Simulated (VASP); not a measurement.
# Ti3AlB3 (P-6m2) in VASP: single point with PBE

Aim: the single point of Ti3AlB3 with PBE.

Program: VASP 6.6.1. These are calculated values, not measurements. Logs are shortened: lines on timing, memory, paths and dates and some standing lists are left out, and cuts for length are marked.

## Step 1: The cell of the first run

Symmetry: P-6m2, No. 187, hexagonal system. The conventional cell has a = 4.556 Å, b = 4.556 Å, c = 5.910 Å, α = 90.00°, β = 90.00°, γ = 120.00°. Ti (site symmetry -6m2) has 6 B at 2.31 Å and 2 Al at 2.96 Å and 6 Ti at 3.04 Å within 3.1 Å. Ti (site symmetry 3m) has 3 B at 2.28 Å and 5 Ti at 2.86 to 3.05 Å and 3 Al at 2.99 Å within 3.1 Å. Al (site symmetry -6m2) has 8 Ti at 2.96 to 2.99 Å and 12 B at 3.75 Å within 3.9 Å. B (site symmetry mm2) has 2 B at 1.63 Å and 4 Ti at 2.28 to 2.31 Å within 2.4 Å.

The cell was generated, and may not be a known phase.

## Step 2: Single point, PBE

The input, INCAR:

```
SYSTEM = Ti3AlB3
ALGO     = Normal         ! electronic algorithm
EDIFF    = 1E-6           ! SCF threshold, eV
ENCUT    = 500            ! plane-wave cutoff, eV
GGA      = PE             ! functional
GGA_COMPAT= .FALSE.      
ISIF     = 2              ! what is computed and relaxed
ISMEAR   = 0              ! smearing method
LASPH    = .TRUE.         ! aspherical terms in the spheres
LCHARG   = .FALSE.        ! write CHGCAR
LREAL    = .FALSE.        ! projectors in reciprocal space
LWAVE    = .FALSE.        ! write WAVECAR
NBANDS   = 33             ! bands
NELM     = 120            ! most SCF steps
PREC     = Accurate       ! precision mode
SIGMA    = 0.2            ! smearing width, eV
```

The input, KPOINTS:

```
k-points
0
G
  4 4 3
  0 0 0
```

The input, POSCAR:

```
Ti3AlB3
1.0
    4.5560397970      0.0000000000      0.0000000000
   -2.2780198985      3.9456462049      0.0000000000
    0.0000000000      0.0000000000      5.9101460746
Ti Al B
3 1 3
Direct
    0.6666666667      0.3333333333      0.5000000000
    0.3333333333      0.6666666667      0.7581664410
    0.3333333333      0.6666666667      0.2418335590
    0.6666666667      0.3333333333      0.0000000000
    0.1190912300      0.8809087700      0.5000000000
    0.1190912300      0.2381824599      0.5000000000
    0.7618175401      0.8809087700      0.5000000000
```

Potentials or basis: VASP PAW PBE potentials, release 64 (Ti_sv, Al, B).

Command:

```
$ cat potpaw_PBE.64/Ti_sv/POTCAR potpaw_PBE.64/Al/POTCAR potpaw_PBE.64/B/POTCAR > POTCAR
$ mpirun -np 1 vasp_std > vasp.out
```

OUTCAR:

```text
SYSTEM = Ti3AlB3
   EDIFF = 1E-6
   ENCUT = 500
   GGA = PE
   ISIF = 2
   ISMEAR = 0
   LASPH = .TRUE.
   LREAL = .FALSE.
   NELM = 120
   PREC = Accurate

 ion  position               nearest neighbor table
   1  0.667  0.333  0.500-   6 2.31   6 2.31   7 2.31   5 2.31   5 2.31   7 2.31   4 2.96   4 2.96

   2  0.333  0.667  0.758-   5 2.28   7 2.28   6 2.28   3 2.86   4 2.99   4 2.99   4 2.99
   3  0.333  0.667  0.242-   5 2.28   7 2.28   6 2.28   2 2.86   4 2.99   4 2.99   4 2.99
   4  0.667  0.333  0.000-   1 2.96   1 2.96   2 2.99   3 2.99   2 2.99   3 2.99   3 2.99   2 2.99

   5  0.119  0.881  0.500-   7 1.63   6 1.63   2 2.28   3 2.28   1 2.31   1 2.31
   6  0.119  0.238  0.500-   5 1.63   7 1.63   2 2.28   3 2.28   1 2.31   1 2.31
   7  0.762  0.881  0.500-   5 1.63   6 1.63   2 2.28   3 2.28   1 2.31   1 2.31

  LATTYP: Found a hexagonal cell.
 ALAT       =     4.5560397970
 C/A-ratio  =     1.2972112488

  Lattice vectors:

 A1 = (   4.5560397970,   0.0000000000,   0.0000000000)
 A2 = (  -2.2780198985,   3.9456462049,   0.0000000000)
 A3 = (   0.0000000000,   0.0000000000,   5.9101460746)

Analysis of symmetry for initial positions (statically):
=====================================================================
 Subroutine PRICEL returns:
 Original cell was already a primitive cell.

 Routine SETGRP: Setting up the symmetry group for a
 hexagonal supercell.

 Subroutine GETGRP returns: Found 12 space group operations
 (whereof 12 operations were pure point group operations)
 out of a pool of 24 trial point group operations.

The static configuration has the point symmetry D_3h.

Analysis of symmetry for dynamics (positions and initial velocities):
=====================================================================
 Subroutine PRICEL returns:
 Original cell was already a primitive cell.

 Routine SETGRP: Setting up the symmetry group for a
 hexagonal supercell.

 Subroutine GETGRP returns: Found 12 space group operations
 (whereof 12 operations were pure point group operations)
 out of a pool of 24 trial point group operations.

The dynamic configuration has the point symmetry D_3h.

 Subroutine INISYM returns: Found 12 space group operations
 (whereof 12 operations are pure point group operations),
 and found     1 'primitive' translations

----------------------------------------------------------------------------------------

                                     Primitive cell

  volume of cell :     106.2439

  direct lattice vectors                    reciprocal lattice vectors
     4.556039797  0.000000000  0.000000000     0.219488864  0.126721955  0.000000000
    -2.278019899  3.945646205  0.000000000     0.000000000  0.253443910  0.000000000
     0.000000000  0.000000000  5.910146075     0.000000000  0.000000000  0.169200556

  length of vectors
     4.556039797  4.556039797  5.910146075     0.253443910  0.253443910  0.169200556

  position of ions in fractional coordinates (direct lattice)
     0.666666667  0.333333333  0.500000000
     0.333333333  0.666666667  0.758166441
     0.333333333  0.666666667  0.241833559
     0.666666667  0.333333333  0.000000000
     0.119091230  0.880908770  0.500000000
     0.119091230  0.238182460  0.500000000
     0.761817540  0.880908770  0.500000000

  ion indices of the primitive-cell ions
   primitive index   ion index
                 1           1
                 2           2
                 3           3
                 4           4
                 5           5
                 6           6
                 7           7

----------------------------------------------------------------------------------------

 KPOINTS: k-points

Automatic generation of k-mesh.
 Grid dimensions read from file:
 generate k-points for:    4    4    3

 Generating k-lattice:

  Cartesian coordinates                     Fractional coordinates (reciprocal lattice)
     0.054872216  0.031680489  0.000000000     0.250000000  0.000000000  0.000000000
     0.000000000  0.063360977  0.000000000     0.000000000  0.250000000  0.000000000
     0.000000000  0.000000000  0.056400185     0.000000000  0.000000000  0.333333333

  Length of vectors
     0.063360977  0.063360977  0.056400185

  Shift w.r.t. Gamma in fractional coordinates (k-lattice)
     0.000000000  0.000000000  0.000000000

 Subroutine IBZKPT returns following result:
 ===========================================

 Found      8 irreducible k-points:

 Following reciprocal coordinates:
            Coordinates               Weight
  0.000000  0.000000  0.000000      1.000000
  0.250000  0.000000  0.000000      6.000000
  0.500000  0.000000  0.000000      3.000000
  0.250000  0.250000  0.000000      6.000000
  0.000000  0.000000  0.333333      2.000000
  0.250000  0.000000  0.333333     12.000000
  0.500000  0.000000  0.333333      6.000000
  0.250000  0.250000  0.333333     12.000000
   k-points           NKPTS =      8   k-points in BZ     NKDIM =      8   number of bands    NBANDS=     33
   number of dos      NEDOS =    301   number of ions     NIONS =      7
   total plane-waves  NPLWV =  62208
   dimension x,y,z NGX =    36 NGY =   36 NGZ =   48
   dimension x,y,z NGXF=    72 NGYF=   72 NGZF=   96
   ions per type =               3   1   3
   NGX,Y,Z   is equivalent  to a cutoff of  13.14, 13.14, 13.50 a.u.
   NGXF,Y,Z  is equivalent  to a cutoff of  26.27, 26.27, 27.00 a.u.
 SYSTEM =  Ti3AlB3
   PREC   = accura    normal or accurate (medium, high low for compatibility)
   ISTART =      0    job   : 0-new  1-cont  2-samecut
   ICHARG =      2    charge: 1-file 2-atom 10-const
   ISPIN  =      1    spin polarized calculation?
   LNONCOLLINEAR =      F non collinear calculations
   LSORBIT =      F    spin-orbit coupling
   LASPH  =      T    aspherical Exc in radial PAW
   ENCUT  =  500.0 eV  36.75 Ry    6.06 a.u.   8.31  8.31 10.78*2*pi/ulx,y,z
   NELM   =    120;   NELMIN=  2; NELMDL= -5     # of ELM steps
   EDIFF  = 0.1E-05   stopping-criterion for ELM
   LREAL  =      F    real-space projection
   EDIFFG = 0.1E-04   stopping-criterion for IOM
   NSW    =      0    number of steps for IOM
   IBRION =     -1    ionic relax: 0-MD 1-quasi-New 2-CG
   NFREE  =      0    steps in history (QN), initial steepest desc. (CG)
   ISIF   =      2    stress and relaxation
   ISYM   =      2    0-nonsym 1-usesym 2-fastsym
   POTIM  = 0.5000    time-step for ionic-motion
   TEBEG  =    0.0;   TEEND  =   0.0 temperature during run
   PSTRESS=    0.0 pullay stress
   NELECT =      48.0000    total number of electrons
   NUPDOWN=      -1.0000    fix difference up-down
   EMIN   =  10.00;   EMAX   =-10.00  energy-range for DOS
   EFERMI =   0.00;   METHOD = LEGACY
   ISMEAR =     0;   SIGMA  =   0.20  broadening in eV -4-tet -1-fermi 0-gaus
   EFERMI_NEDOS =   21; number of points for ismear=-14 and -15
   IALGO  =     38    algorithm
   IMIX   =      4    mixing-type and parameters
     AMIX     =   0.40;   BMIX     =  1.00
     AMIX_MAG =   1.60;   BMIX_MAG =  1.00
  volume/ion in A,a.u.               =      15.18       102.42
  Fermi-wavevector in a.u.,A,eV,Ry     =   1.256186  2.373847 21.470038  1.578003
  Thomas-Fermi vector in A             =   2.389906
   LORBIT       =      0    0 simple, 1 ext, 2 COOP (PROOUT), +10 PAW based schemes
   GGA     = PE    functional components
   LHFCALC =     F    Hartree Fock is set to
   AEXX    =    0.0000 exact exchange contribution
   IVDW    =     0    specifies the selected vdW correction
   LEPSILON=     F    determine dielectric tensor
   LRPA    =     F    only Hartree local field effects (RPA)
 non-spin polarized calculation
 Gauss-broadening in eV      SIGMA  =   0.20
  energy-cutoff  :      500.00
  volume of cell :      106.24
 maximum number of plane-waves:      2708
 NGX is ok and might be reduce to    36
   NGX = 17   NGY = 17   NGZ = 21

 number of electron      47.9999998 magnetization

 Free energy of the ion-electron system (eV)
  ---------------------------------------------------
  ext. energy  EPLUGINS =         0.00000000
  ---------------------------------------------------
  free energy    TOTEN  =       -46.55341286 eV

  energy without entropy =      -46.36638105  energy(sigma->0) =      -46.45989695

 E-fermi :   5.6824     XC(G=0): -10.3882

 val. band max:        5.6726902645   @ k =   0.2500   0.0000   0.0000
 cond. band min:       5.6836247375   @ k =   0.2500   0.0000   0.3333
 fundamental gap:      0.0109344730
 Fermi energy:         5.6823768107

 k-point     1 :       0.0000    0.0000    0.0000
  band No.  band energies     occupation
      1     -51.3764      2.00000
      2     -51.3395      2.00000
      3     -50.6641      2.00000
      4     -27.6908      2.00000
      5     -27.6908      2.00000
      6     -27.6635      2.00000
[... 25 lines left out ...]
     32       8.4128      0.00000
     33       8.4128      0.00000

 k-point     2 :       0.2500    0.0000    0.0000
  band No.  band energies     occupation
      1     -51.3759      2.00000
      2     -51.3394      2.00000
      3     -50.6645      2.00000
      4     -27.6938      2.00000
      5     -27.6916      2.00000
      6     -27.6673      2.00000
[... 25 lines left out ...]
     32       8.1973      0.00000
     33       8.3451      0.00000
[... 178 lines left out ...]
     32       8.3424      0.00000
     33       8.4612      0.00000

 k-point     8 :       0.2500    0.2500    0.3333
  band No.  band energies     occupation
      1     -51.3677      2.00000
      2     -51.3471      2.00000
      3     -50.6650      2.00000
      4     -27.6873      2.00000
      5     -27.6817      2.00000
      6     -27.6628      2.00000
[... 25 lines left out ...]
     32       8.1346      0.00000
     33       8.3768      0.00000

------------------------ aborting loop because EDIFF is reached ----------------------------------------

  FORCE on cell =-STRESS in cart. coord.  units (eV):
  Direction    XX          YY          ZZ          XY          YZ          ZX
  --------------------------------------------------------------------------------------
  -------------------------------------------------------------------------------------
  Total        0.0264821      0.0264821      0.3288367     -0.0000000     -0.0000000      0.0000000
  in kB        0.3993543      0.3993543      4.9589186     -0.0000000     -0.0000000      0.0000000
  external PRESSURE =       1.9192091 kB  Pullay stress =       0.0000000 kB

 VOLUME and BASIS-vectors are now :
 -----------------------------------------------------------------------------
  energy-cutoff  :      500.00
  volume of cell :      106.24
      direct lattice vectors                 reciprocal lattice vectors
     4.556039797  0.000000000  0.000000000     0.219488864  0.126721955  0.000000000
    -2.278019899  3.945646205  0.000000000     0.000000000  0.253443910  0.000000000
     0.000000000  0.000000000  5.910146075     0.000000000  0.000000000  0.169200556

 POSITION                                       TOTAL-FORCE (eV/Angst)
 -----------------------------------------------------------------------------------
      2.27802      1.31522      2.95507         0.000000     -0.000000     -0.000000
     -0.00000      2.63043      4.48087         0.000000     -0.000000      0.003223
     -0.00000      2.63043      1.42927         0.000000     -0.000000     -0.003223
      2.27802      1.31522      0.00000         0.000000     -0.000000     -0.000000
     -1.46414      3.47575      2.95507         0.027947     -0.016135      0.000000
      0.00000      0.93978      2.95507         0.000000      0.032270     -0.000000
      1.46414      3.47575      2.95507        -0.027947     -0.016135      0.000000
 -----------------------------------------------------------------------------------
    total drift:                                0.000001     -0.000001     -0.000000

  FREE ENERGIE OF THE ION-ELECTRON SYSTEM (eV)
  ---------------------------------------------------
  free  energy   TOTEN  =       -46.5534128555 eV

  energy  without entropy=      -46.3663810510  energy(sigma->0) =      -46.45989695
```

It took 35 s on 1 thread of Intel Xeon Platinum 8375C at 2.90GHz (Ice Lake), shared host; peak memory 0.23 GiB.

What came out:

- Free energy: -46.5534 eV
- Pressure: 0.2 GPa
- Largest force: 0.032 eV/Å
- Band gap on the k mesh: zero (bands 24 and 25 overlap by 0.22 eV)

Forces on the atoms (eV/Å):
```
Ti   0.000  0.000  0.000
Ti   0.000  0.000  0.003
Ti   0.000  0.000 -0.003
Al   0.000  0.000  0.000
B    0.028 -0.016  0.000
B    0.000  0.032  0.000
B   -0.028 -0.016  0.000
```

Stress tensor (GPa, compression positive):
```
0.04 0.00 0.00
0.00 0.04 0.00
0.00 0.00 0.50
```

Caveat: the k points lie up to 0.40 Å⁻¹ apart.
